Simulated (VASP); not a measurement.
Na2F:

```
Na F
1.0
     3.49251   -0.04744    0.02426
    -1.78734    2.89650   -0.05080
     0.08452   -0.15556   11.68396
Na F
4 2
Direct
  0.62967 0.27779 0.11379
  0.59884 0.36634 0.59973
  0.29366 0.70872 0.37789
  0.39794 0.67753 0.87256
  0.02773 0.99923 0.51727
  0.05217 0.97038 0.01876
```

- Program: VASP 6.6.1
- Task: relaxation of cell and atoms
- Functional: PBE
- Dispersion: D3(BJ)
- Potentials or basis: VASP PAW PBE potentials, release 64 (Na_pv, F)
- Cutoff: 600 eV
- k mesh: 6 × 6 × 2
- Occupations: gaussian, width 0.2 eV
- Spin: no spin polarisation

At the start: pressure 2.1 GPa; volume 19.53 Å³/atom.

Q: How do energy, volume and symmetry change on relaxing?

A: Over 18 steps the energy falls by 98.5 meV/atom and the volume is 18.85 Å³/atom (-3.5 %); space group P-1 (No. 2, to 0.05 Å).

The path:
```csv
step,energy change (eV),largest force (eV/Å),pressure (GPa),volume (Å³)
1,0.0000,1.8032,2.07,117.18
2,-0.3368,0.6446,-0.49,121.44
3,-0.3622,0.5546,-0.89,122.56
4,-0.3725,0.4539,-1.50,124.79
5,-0.3739,0.4753,-1.37,124.21
6,-0.4407,0.3841,-1.05,121.21
7,-0.5323,0.2352,0.51,112.44
8,-0.5636,0.1507,0.26,112.55
9,-0.5770,0.1144,0.09,112.65
10,-0.5771,0.1124,0.10,112.64
11,-0.5837,0.0851,0.00,113.08
12,-0.5874,0.0447,-0.17,113.82
13,-0.5874,0.0483,-0.15,113.74
14,-0.5891,0.0334,0.03,113.00
15,-0.5893,0.0376,0.11,112.68
16,-0.5903,0.0264,0.03,112.98
17,-0.5904,0.0297,-0.02,113.15
18,-0.5909,0.0220,-0.01,113.11
```

Final structure:
```
Na F
1.0
     3.33894    0.00396    0.03729
    -1.67567    2.89968    0.00594
     0.09572    0.10133   11.67611
Na F
4 2
Direct
  0.67718 0.30192 0.11698
  0.63097 0.34746 0.61625
  0.31886 0.69513 0.38321
  0.37320 0.65538 0.88370
  0.97297 0.02010 0.49972
  0.02683 0.98001 0.00014
```

Caveat: the k points lie up to 0.36 Å⁻¹ apart in the final cell; pairwise dispersion overbinds metals, which lowers pressure and volume.
